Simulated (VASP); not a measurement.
# PbF2 (Fm-3m) in VASP: a series of runs

Runs on PbF2. Level: r2SCAN. Tasks: single point.

All numbers are computed with VASP 6.6.1; they aren't measurements. Logs are shortened: lines on timing, memory, paths and dates and some standing lists are left out, and cuts for length are marked.

## 1. The cell of the first run

It takes space group Fm-3m (No. 225, cubic). The conventional cell has a = 5.800 Å, b = 5.800 Å, c = 5.800 Å, α = 90.00°, β = 90.00°, γ = 90.00°. Pb (site symmetry m-3m) has 8 F at 2.51 Å within 3.3 Å. F (site symmetry -43m) has 4 Pb at 2.51 Å and 6 F at 2.90 Å within 3.3 Å.

## 2. Single point, r2SCAN (16.26 Å³/atom)

Contents of POSCAR:

```
PbF2
1.0
    0.0000000000      2.9001648557      2.9001648557
    2.9001648557      0.0000000000      2.9001648557
    2.9001648557      2.9001648557      0.0000000000
Pb F
1 2
Direct
    0.0000000000      0.0000000000      0.0000000000
    0.2500000000      0.2500000000      0.2500000000
    0.7500000000      0.7500000000      0.7500000000
```

Contents of INCAR.step1:

```
ALGO = Normal ; EDIFF = 1E-4
ENCUT = 520 ; GGA = PE
ISMEAR = 0 ; LASPH = T
LCHARG = F ; LREAL = F
LWAVE = T ; NBANDS = 21
NELM = 60 ; PREC = Accurate
SIGMA = 0.02
```

Contents of INCAR.step2:

```
ALGO = Normal ; EDIFF = 1E-7
ENCUT = 520 ; ISIF = 2
ISMEAR = 0 ; ISTART = 1
LASPH = T ; LCHARG = F
LMIXTAU = T ; LREAL = F
LWAVE = F ; METAGGA = R2SCAN
NBANDS = 21 ; NELM = 60
PREC = Accurate ; SIGMA = 0.02
```

Contents of KPOINTS:

```
k-points
0
Gamma
  8 8 8
```

Potentials or basis: VASP PAW PBE potentials, release 64 (Pb_d, F).

On the command line:

```console
> cat potpaw_PBE.64/Pb_d/POTCAR potpaw_PBE.64/F/POTCAR > POTCAR
> cp INCAR.step1 INCAR
> mpirun -np 1 vasp_std > vasp.out
> cp INCAR.step2 INCAR
> mpirun -np 1 vasp_std > vasp.out
```

OUTCAR:

```text
EDIFF = 1E-7
   ENCUT = 520
   ISIF = 2
   ISMEAR = 0
   ISTART = 1
   LASPH = T
   LREAL = F
   METAGGA = R2SCAN
   NELM = 60
   PREC = Accurate

 ion  position               nearest neighbor table
   1  0.000  0.000  0.000-   3 2.51   3 2.51   3 2.51   2 2.51   3 2.51   2 2.51   2 2.51   2 2.51

   2  0.250  0.250  0.250-   1 2.51   1 2.51   1 2.51   1 2.51
   3  0.750  0.750  0.750-   1 2.51   1 2.51   1 2.51   1 2.51

  LATTYP: Found a face centered cubic cell.
 ALAT       =     5.8003297114

  Lattice vectors:

 A1 = (   0.0000000000,   2.9001648557,   2.9001648557)
 A2 = (   2.9001648557,   0.0000000000,   2.9001648557)
 A3 = (   2.9001648557,   2.9001648557,   0.0000000000)

Analysis of symmetry for initial positions (statically):
=====================================================================
 Subroutine PRICEL returns:
 Original cell was already a primitive cell.

 Routine SETGRP: Setting up the symmetry group for a
 face centered cubic supercell.

 Subroutine GETGRP returns: Found 48 space group operations
 (whereof 48 operations were pure point group operations)
 out of a pool of 48 trial point group operations.

The static configuration has the point symmetry O_h .

Analysis of symmetry for dynamics (positions and initial velocities):
=====================================================================
 Subroutine PRICEL returns:
 Original cell was already a primitive cell.

 Routine SETGRP: Setting up the symmetry group for a
 face centered cubic supercell.

 Subroutine GETGRP returns: Found 48 space group operations
 (whereof 48 operations were pure point group operations)
 out of a pool of 48 trial point group operations.

The dynamic configuration has the point symmetry O_h .

 Subroutine INISYM returns: Found 48 space group operations
 (whereof 48 operations are pure point group operations),
 and found     1 'primitive' translations

----------------------------------------------------------------------------------------

                                     Primitive cell

  volume of cell :      48.7863

  direct lattice vectors                    reciprocal lattice vectors
     0.000000000  2.900164856  2.900164856    -0.172403992  0.172403992  0.172403992
     2.900164856  0.000000000  2.900164856     0.172403992 -0.172403992  0.172403992
     2.900164856  2.900164856  0.000000000     0.172403992  0.172403992 -0.172403992

  length of vectors
     4.101452472  4.101452472  4.101452472     0.298612474  0.298612474  0.298612474

  position of ions in fractional coordinates (direct lattice)
     0.000000000  0.000000000  0.000000000
     0.250000000  0.250000000  0.250000000
     0.750000000  0.750000000  0.750000000

  ion indices of the primitive-cell ions
   primitive index   ion index
                 1           1
                 2           2
                 3           3

----------------------------------------------------------------------------------------

 KPOINTS: k-points

Automatic generation of k-mesh.
 Grid dimensions read from file:
 generate k-points for:    8    8    8

 Generating k-lattice:

  Cartesian coordinates                     Fractional coordinates (reciprocal lattice)
    -0.021550499  0.021550499  0.021550499     0.125000000  0.000000000  0.000000000
     0.021550499 -0.021550499  0.021550499     0.000000000  0.125000000  0.000000000
     0.021550499  0.021550499 -0.021550499     0.000000000  0.000000000  0.125000000

  Length of vectors
     0.037326559  0.037326559  0.037326559

  Shift w.r.t. Gamma in fractional coordinates (k-lattice)
     0.000000000  0.000000000  0.000000000

 Subroutine IBZKPT returns following result:
 ===========================================

 Found     29 irreducible k-points:

 Following reciprocal coordinates:
            Coordinates               Weight
  0.000000  0.000000  0.000000      1.000000
  0.125000  0.000000  0.000000      8.000000
  0.250000  0.000000  0.000000      8.000000
  0.375000  0.000000  0.000000      8.000000
  0.500000  0.000000  0.000000      4.000000
  0.125000  0.125000  0.000000      6.000000
[... 16 lines left out ...]
  0.500000  0.250000  0.125000     48.000000
 -0.375000  0.250000  0.125000     24.000000
 [... further k-points ...]
   k-points           NKPTS =     29   k-points in BZ     NKDIM =     29   number of bands    NBANDS=     21
   number of dos      NEDOS =    301   number of ions     NIONS =      3
   total plane-waves  NPLWV =  32768
   dimension x,y,z NGX =    32 NGY =   32 NGZ =   32
   dimension x,y,z NGXF=    64 NGYF=   64 NGZF=   64
   ions per type =               1   2
   NGX,Y,Z   is equivalent  to a cutoff of  12.97, 12.97, 12.97 a.u.
   NGXF,Y,Z  is equivalent  to a cutoff of  25.94, 25.94, 25.94 a.u.
 SYSTEM =  unknown system
   PREC   = accura    normal or accurate (medium, high low for compatibility)
   ISTART =      1    job   : 0-new  1-cont  2-samecut
   ICHARG =      0    charge: 1-file 2-atom 10-const
   ISPIN  =      1    spin polarized calculation?
   LNONCOLLINEAR =      F non collinear calculations
   LSORBIT =      F    spin-orbit coupling
   LASPH  =      T    aspherical Exc in radial PAW
   ENCUT  =  520.0 eV  38.22 Ry    6.18 a.u.   7.63  7.63  7.63*2*pi/ulx,y,z
   NELM   =     60;   NELMIN=  2; NELMDL=  0     # of ELM steps
   EDIFF  = 0.1E-06   stopping-criterion for ELM
   LREAL  =      F    real-space projection
   EDIFFG = 0.1E-05   stopping-criterion for IOM
   NSW    =      0    number of steps for IOM
   IBRION =     -1    ionic relax: 0-MD 1-quasi-New 2-CG
   NFREE  =      0    steps in history (QN), initial steepest desc. (CG)
   ISIF   =      2    stress and relaxation
   ISYM   =      2    0-nonsym 1-usesym 2-fastsym
   POTIM  = 0.5000    time-step for ionic-motion
   TEBEG  =    0.0;   TEEND  =   0.0 temperature during run
   PSTRESS=    0.0 pullay stress
   NELECT =      28.0000    total number of electrons
   NUPDOWN=      -1.0000    fix difference up-down
   EMIN   =  10.00;   EMAX   =-10.00  energy-range for DOS
   EFERMI =   0.00;   METHOD = LEGACY
   ISMEAR =     0;   SIGMA  =   0.02  broadening in eV -4-tet -1-fermi 0-gaus
   EFERMI_NEDOS =   21; number of points for ismear=-14 and -15
   IALGO  =     38    algorithm
   IMIX   =      4    mixing-type and parameters
     AMIX     =   0.40;   BMIX     =  1.00
     AMIX_MAG =   1.60;   BMIX_MAG =  1.00
  volume/ion in A,a.u.               =      16.26       109.74
  Fermi-wavevector in a.u.,A,eV,Ry     =   1.360488  2.570950 25.183411  1.850929
  Thomas-Fermi vector in A             =   2.487146
   LORBIT       =      0    0 simple, 1 ext, 2 COOP (PROOUT), +10 PAW based schemes
   METAGGA = R2SCAN    functional components
   LHFCALC =     F    Hartree Fock is set to
   AEXX    =    0.0000 exact exchange contribution
   IVDW    =     0    specifies the selected vdW correction
   LEPSILON=     F    determine dielectric tensor
   LRPA    =     F    only Hartree local field effects (RPA)
 non-spin polarized calculation
 Gauss-broadening in eV      SIGMA  =   0.02
  energy-cutoff  :      520.00
  volume of cell :       48.79
 maximum number of plane-waves:      1363
 NGX is ok and might be reduce to    32
   NGX = 15   NGY = 15   NGZ = 15

 number of electron      27.9999985 magnetization

 Free energy of the ion-electron system (eV)
  ---------------------------------------------------
  ext. energy  EPLUGINS =         0.00000000
  ---------------------------------------------------
  free energy    TOTEN  =       -70.10598337 eV

  energy without entropy =      -70.10598337  energy(sigma->0) =      -70.10598337

 E-fermi :   2.4800     XC(G=0): -10.3645

 val. band max:        2.3781990400   @ k =  -0.2500   0.5000   0.2500
 cond. band min:       7.2760980452   @ k =   0.5000   0.5000   0.0000
 fundamental gap:      4.8978990052
 Fermi energy:         2.4799724267

 k-point     1 :       0.0000    0.0000    0.0000
  band No.  band energies     occupation
      1     -20.6064      2.00000
      2     -19.8994      2.00000
      3     -12.6177      2.00000
      4     -12.6177      2.00000
      5     -12.6177      2.00000
      6     -12.5347      2.00000
[... 13 lines left out ...]
     20      18.4145      0.00000
     21      20.9221      0.00000

 k-point     2 :       0.1250    0.0000    0.0000
  band No.  band energies     occupation
      1     -20.5718      2.00000
      2     -19.9298      2.00000
      3     -12.6093      2.00000
      4     -12.6093      2.00000
      5     -12.5771      2.00000
      6     -12.5348      2.00000
[... 13 lines left out ...]
     20      17.9347      0.00000
     21      20.2408      0.00000

 k-point     3 :       0.2500    0.0000    0.0000
  band No.  band energies     occupation
      1     -20.4826      2.00000
      2     -20.0103      2.00000
      3     -12.5956      2.00000
      4     -12.5956      2.00000
      5     -12.5284      2.00000
      6     -12.5284      2.00000
[... 13 lines left out ...]
     20      17.2891      0.00000
     21      18.9649      0.00000

 k-point     4 :       0.3750    0.0000    0.0000
  band No.  band energies     occupation
      1     -20.3664      2.00000
      2     -20.1139      2.00000
      3     -12.5926      2.00000
      4     -12.5925      2.00000
      5     -12.5110      2.00000
      6     -12.5110      2.00000
[... 13 lines left out ...]
     20      16.9153      0.00000
     21      18.0057      0.00000

 k-point     5 :       0.5000    0.0000    0.0000
  band No.  band energies     occupation
      1     -20.2773      2.00000
      2     -20.1971      2.00000
      3     -12.5935      2.00000
      4     -12.5935      2.00000
      5     -12.5015      2.00000
      6     -12.5015      2.00000
[... 13 lines left out ...]
     20      16.8061      0.00000
     21      17.6689      0.00000
[... 382 lines left out ...]
     20      19.9546      0.00000
     21      20.5407      0.00000

 k-point    22 :       0.3750    0.2500    0.1250
  band No.  band energies     occupation
      1     -20.4192      2.00000
      2     -20.0629      2.00000
      3     -12.5675      2.00000
      4     -12.5652      2.00000
      5     -12.5444      2.00000
      6     -12.5074      2.00000
[... 13 lines left out ...]
     20      18.5840      0.00000
     21      19.8132      0.00000

 k-point    23 :       0.5000    0.2500    0.1250
  band No.  band energies     occupation
      1     -20.3267      2.00000
      2     -20.1430      2.00000
      3     -12.5661      2.00000
      4     -12.5570      2.00000
      5     -12.5233      2.00000
      6     -12.4825      2.00000
[... 13 lines left out ...]
     20      19.2979      0.00000
     21      19.9515      0.00000

 k-point    24 :      -0.3750    0.2500    0.1250
  band No.  band energies     occupation
      1     -20.2521      2.00000
      2     -20.2119      2.00000
      3     -12.5662      2.00000
      4     -12.5584      2.00000
      5     -12.5074      2.00000
      6     -12.4728      2.00000
[... 13 lines left out ...]
     20      19.6185      0.00000
     21      19.8518      0.00000

 [... further k-points ...]
[... 5 lines left out ...]
  --------------------------------------------------------------------------------------
  -------------------------------------------------------------------------------------
  Total        1.6758036      1.6758036      1.6758036      0.0000000     -0.0000000      0.0000000
  in kB       55.0345804     55.0345804     55.0345804      0.0000000     -0.0000000      0.0000000
  external PRESSURE =      55.0345804 kB  Pullay stress =       0.0000000 kB

 VOLUME and BASIS-vectors are now :
 -----------------------------------------------------------------------------
  energy-cutoff  :      520.00
  volume of cell :       48.79
      direct lattice vectors                 reciprocal lattice vectors
     0.000000000  2.900164856  2.900164856    -0.172403992  0.172403992  0.172403992
     2.900164856  0.000000000  2.900164856     0.172403992 -0.172403992  0.172403992
     2.900164856  2.900164856  0.000000000     0.172403992  0.172403992 -0.172403992

 POSITION                                       TOTAL-FORCE (eV/Angst)
 -----------------------------------------------------------------------------------
      0.00000      0.00000      0.00000         0.000000     -0.000000     -0.000000
      1.45008      1.45008      1.45008        -0.000000     -0.000000      0.000000
      4.35025      4.35025      4.35025         0.000000      0.000000     -0.000000
 -----------------------------------------------------------------------------------
    total drift:                                0.000000     -0.000000      0.000000

  FREE ENERGIE OF THE ION-ELECTRON SYSTEM (eV)
  ---------------------------------------------------
  free  energy   TOTEN  =       -70.1059833678 eV

  energy  without entropy=      -70.1059833678  energy(sigma->0) =      -70.10598337
```

Wall time 42 s (1 thread of Intel Xeon 6975P-C (Granite Rapids), shared host); peak memory 0.2 GiB.

What came out:

```
Free energy            : -70.1060 eV
Pressure               : 5.5 GPa
Band gap on the k mesh : 4.90 eV (least direct gap 5.05 eV)
```

Caveat: the cell stands under pressure; the PAW data sets were made with another functional, which shifts forces and pressure a little; spin-orbit coupling is left out, which moves the levels of the heavy elements. A k mesh can miss the band edges.

(Continued in part 2 of 3.)
